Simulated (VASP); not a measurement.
# Ge (Cmcm) in VASP: single point with LDA

Aim: the single point of Ge with LDA.

All numbers are computed with VASP 6.6.1; they aren't measurements. Logs are shortened: lines on timing, memory, paths and dates and some standing lists are left out, and cuts for length are marked.

## Step 1: The cell of the first run

The structure is orthorhombic, space group Cmcm (No. 63). Conventional cell: a = 2.863 Å, b = 5.186 Å, c = 4.656 Å, α = 90.00°, β = 90.00°, γ = 90.00°. Within 3.7 Å of Ge (site symmetry m2m) lie 12 Ge at 2.81 to 3.02 Å.

## Step 2: Single point, LDA (functional LDA, strained)

File INCAR:

```
SYSTEM = Ge
PREC = Accurate
ENCUT = 520
EDIFF = 1E-7
ISMEAR = 0
SIGMA = 0.1
LREAL = .FALSE.
LASPH = .TRUE.
NELM = 100
ALGO = Normal
ISIF = 2
LWAVE = .FALSE.
LCHARG = .FALSE.
NBANDS = 21
```

File KPOINTS:

```
Automatic mesh
0
G
  16 16 10
  0 0 0
```

File POSCAR:

```
Ge
1.0
    1.4315664360     -2.5928992742      0.0000000000
    1.4315664360      2.5928992742      0.0000000000
    0.0000000000      0.0000000000      4.6555945061
Ge
2
Direct
    0.6858234977      0.3141765023      0.2500000000
    0.3141765023      0.6858234977      0.7500000000
```

Potentials or basis: VASP PAW LDA potentials, release 64 (Ge_d).

On the command line:

```sh
$ cat potpaw_LDA.64/Ge_d/POTCAR > POTCAR
$ mpirun -np 1 vasp_std > vasp.out
```

OUTCAR:

```text
SYSTEM = Ge
   PREC = Accurate
   ENCUT = 520
   EDIFF = 1E-7
   ISMEAR = 0
   LREAL = .FALSE.
   LASPH = .TRUE.
   NELM = 100
   ISIF = 2

 ion  position               nearest neighbor table
   1  0.686  0.314  0.250-   2 2.81   2 2.81   2 2.81   2 2.81
   2  0.314  0.686  0.750-   1 2.81   1 2.81   1 2.81   1 2.81

  LATTYP: Found a base centered orthorhombic cell.
 ALAT       =     2.8631328720
 B/A-ratio  =     1.8112322341
 C/A-ratio  =     1.6260490568

  Lattice vectors:

 A1 = (   1.4315664360,  -2.5928992742,   0.0000000000)
 A2 = (   1.4315664360,   2.5928992742,   0.0000000000)
 A3 = (   0.0000000000,   0.0000000000,   4.6555945061)

Analysis of symmetry for initial positions (statically):
=====================================================================
 Subroutine PRICEL returns:
 Original cell was already a primitive cell.

 Routine SETGRP: Setting up the symmetry group for a
 base centered orthorhombic supercell.

 Subroutine GETGRP returns: Found  8 space group operations
 (whereof  4 operations were pure point group operations)
 out of a pool of  8 trial point group operations.

The static configuration has the point symmetry C_2h.
 The point group associated with its full space group is D_2h.

Analysis of symmetry for dynamics (positions and initial velocities):
=====================================================================
 Subroutine PRICEL returns:
 Original cell was already a primitive cell.

 Routine SETGRP: Setting up the symmetry group for a
 base centered orthorhombic supercell.

 Subroutine GETGRP returns: Found  8 space group operations
 (whereof  4 operations were pure point group operations)
 out of a pool of  8 trial point group operations.

The dynamic configuration has the point symmetry C_2h.
 The point group associated with its full space group is D_2h.

 Subroutine INISYM returns: Found  8 space group operations
 (whereof  4 operations are pure point group operations),
 and found     1 'primitive' translations

----------------------------------------------------------------------------------------

                                     Primitive cell

  volume of cell :      34.5623

  direct lattice vectors                    reciprocal lattice vectors
     1.431566436 -2.592899274  0.000000000     0.349267758 -0.192834332  0.000000000
     1.431566436  2.592899274  0.000000000     0.349267758  0.192834332  0.000000000
     0.000000000  0.000000000  4.655594506     0.000000000  0.000000000  0.214795339

  length of vectors
     2.961842181  2.961842181  4.655594506     0.398964969  0.398964969  0.214795339
[... 75 lines left out ...]
   ISPIN  =      1    spin polarized calculation?
   LNONCOLLINEAR =      F non collinear calculations
   LSORBIT =      F    spin-orbit coupling
   LASPH  =      T    aspherical Exc in radial PAW
   ENCUT  =  520.0 eV  38.22 Ry    6.18 a.u.   5.51  5.51  8.66*2*pi/ulx,y,z
   NELM   =    100;   NELMIN=  2; NELMDL= -5     # of ELM steps
   EDIFF  = 0.1E-06   stopping-criterion for ELM
   LREAL  =      F    real-space projection
   EDIFFG = 0.1E-05   stopping-criterion for IOM
   NSW    =      0    number of steps for IOM
   IBRION =     -1    ionic relax: 0-MD 1-quasi-New 2-CG
   NFREE  =      0    steps in history (QN), initial steepest desc. (CG)
   ISIF   =      2    stress and relaxation
   ISYM   =      2    0-nonsym 1-usesym 2-fastsym
   POTIM  = 0.5000    time-step for ionic-motion
   TEBEG  =    0.0;   TEEND  =   0.0 temperature during run
   PSTRESS=    0.0 pullay stress
   NELECT =      28.0000    total number of electrons
   NUPDOWN=      -1.0000    fix difference up-down
   EMIN   =  10.00;   EMAX   =-10.00  energy-range for DOS
   EFERMI =   0.00;   METHOD = LEGACY
   ISMEAR =     0;   SIGMA  =   0.10  broadening in eV -4-tet -1-fermi 0-gaus
   EFERMI_NEDOS =   21; number of points for ismear=-14 and -15
   IALGO  =     38    algorithm
   IMIX   =      4    mixing-type and parameters
     AMIX     =   0.40;   BMIX     =  1.00
     AMIX_MAG =   1.60;   BMIX_MAG =  1.00
  volume/ion in A,a.u.               =      17.28       116.62
  Fermi-wavevector in a.u.,A,eV,Ry     =   1.526137  2.883980 31.689233  2.329093
  Thomas-Fermi vector in A             =   2.634211
   LORBIT       =      0    0 simple, 1 ext, 2 COOP (PROOUT), +10 PAW based schemes
   GGA     = CA    functional components
   LHFCALC =     F    Hartree Fock is set to
   AEXX    =    0.0000 exact exchange contribution
   IVDW    =     0    specifies the selected vdW correction
   LEPSILON=     F    determine dielectric tensor
   LRPA    =     F    only Hartree local field effects (RPA)
 non-spin polarized calculation
 Gauss-broadening in eV      SIGMA  =   0.10
  energy-cutoff  :      520.00
  volume of cell :       34.56
 maximum number of plane-waves:       956
 NGX is ok and might be reduce to    24
   NGX = 11   NGY = 11   NGZ = 17

 number of electron      28.0000018 magnetization

 Free energy of the ion-electron system (eV)
  ---------------------------------------------------
  ext. energy  EPLUGINS =         0.00000000
  ---------------------------------------------------
  free energy    TOTEN  =        -9.74293052 eV

  energy without entropy =       -9.73861446  energy(sigma->0) =       -9.74077249

 E-fermi :   7.5258     XC(G=0): -12.0257

 val. band max:        7.5243792416   @ k =   0.4375   0.2500   0.1000
 cond. band min:       7.5317690035   @ k =  -0.4375   0.1875   0.4000
 fundamental gap:      0.0073897619
 Fermi energy:         7.5257715860

 k-point     1 :       0.0000    0.0000    0.0000
  band No.  band energies     occupation
      1     -17.3836      2.00000
      2     -17.3653      2.00000
      3     -17.3428      2.00000
      4     -17.3407      2.00000
      5     -17.3375      2.00000
      6     -17.3350      2.00000
[... 565 lines left out ...]
     20      21.2125      0.00000
     21      21.8624      0.00000

 [... further k-points ...]
[... 5 lines left out ...]
  --------------------------------------------------------------------------------------
  -------------------------------------------------------------------------------------
  Total        1.0048347      0.2326160      1.1262112      0.0000000      0.0000000      0.0000000
  in kB       46.5803691     10.7832042     52.2069279      0.0000000      0.0000000      0.0000000
  external PRESSURE =      36.5235004 kB  Pullay stress =       0.0000000 kB

 VOLUME and BASIS-vectors are now :
 -----------------------------------------------------------------------------
  energy-cutoff  :      520.00
  volume of cell :       34.56
      direct lattice vectors                 reciprocal lattice vectors
     1.431566436 -2.592899274  0.000000000     0.349267758 -0.192834332  0.000000000
     1.431566436  2.592899274  0.000000000     0.349267758  0.192834332  0.000000000
     0.000000000  0.000000000  4.655594506     0.000000000  0.000000000  0.214795339

 POSITION                                       TOTAL-FORCE (eV/Angst)
 -----------------------------------------------------------------------------------
      1.43157     -0.96364      1.16390         0.000000      0.043271     -0.000000
      1.43157      0.96364      3.49170         0.000000     -0.043271      0.000000
 -----------------------------------------------------------------------------------
    total drift:                                0.000000      0.000000     -0.000000

  FREE ENERGIE OF THE ION-ELECTRON SYSTEM (eV)
  ---------------------------------------------------
  free  energy   TOTEN  =        -9.7429305151 eV

  energy  without entropy=       -9.7386144632  energy(sigma->0) =       -9.74077249
```

OSZICAR:

```text
N       E                     dE             d eps       ncg     rms          rms(c)
DAV:   1     0.173357873914E+03    0.17336E+03   -0.14203E+04 21391   0.384E+03
DAV:   2     0.129961614886E+02   -0.16036E+03   -0.15516E+03 18536   0.583E+02
DAV:   3    -0.919983197393E+01   -0.22196E+02   -0.21963E+02 20642   0.130E+02
DAV:   4    -0.977746013467E+01   -0.57763E+00   -0.57714E+00 20925   0.241E+01
DAV:   5    -0.978557134798E+01   -0.81112E-02   -0.81110E-02 20821   0.309E+00    0.195E+00
DAV:   6    -0.975606620716E+01    0.29505E-01   -0.22314E-02 25217   0.233E+00    0.105E+00
DAV:   7    -0.974333933072E+01    0.12727E-01   -0.13992E-02 25085   0.141E+00    0.921E-02
DAV:   8    -0.974293097499E+01    0.40836E-03   -0.11881E-03 22605   0.616E-01    0.322E-02
DAV:   9    -0.974293042814E+01    0.54685E-06   -0.28190E-05 20915   0.651E-02    0.759E-03
DAV:  10    -0.974293055890E+01   -0.13076E-06   -0.12897E-06 23699   0.115E-02    0.118E-03
DAV:  11    -0.974293051509E+01    0.43819E-07   -0.83864E-08 13308   0.491E-03
   1 F= -.97429305E+01 E0= -.97407725E+01  d E =-.431605E-02
```

Wall time 2 min (1 thread of AMD EPYC 9R45 (Zen 5), shared host); peak memory 0.3 GiB.

What came out:

- Free energy: -9.7429 eV
- Pressure: 3.7 GPa
- Largest force: 0.043 eV/Å
- Band gap on the k mesh: zero (band 14 reaches 14.59 eV, above the bottom of band 15 at 4.64 eV)

Forces on the atoms (eV/Å):
```
Ge   0.000  0.043  0.000
Ge   0.000 -0.043  0.000
```

Stress tensor (GPa, compression positive):
```
4.66 0.00 0.00
0.00 1.08 0.00
0.00 0.00 5.22
```

Levels at points of the mesh, in eV from the Fermi level:
| k point | band 12 | band 13 | band 14 | band 15 | band 16 | band 17 |
| --- | --- | --- | --- | --- | --- | --- |
| (0.00, 0.00, 0.00) | -7.79 | -6.00 | 6.93 | 6.96 | 7.77 | 10.08 |
| (0.50, 0.00, 0.00) | -7.58 | -2.16 | -1.49 | -0.72 | 0.98 | 2.22 |
| (0.50, 0.50, 0.00) | -7.23 | -2.83 | -1.92 | -1.47 | 1.93 | 3.16 |
| (0.00, 0.00, 0.50) | -12.24 | 1.77 | 1.77 | 7.69 | 7.69 | 8.39 |
| (0.50, 0.00, 0.50) | -6.99 | -5.39 | -5.39 | 3.82 | 3.82 | 5.28 |
| (0.50, 0.50, 0.50) | -7.79 | -5.18 | -5.18 | 4.91 | 4.91 | 5.14 |

Caveat: the cell differs from its parent crystal (functional LDA, strained).
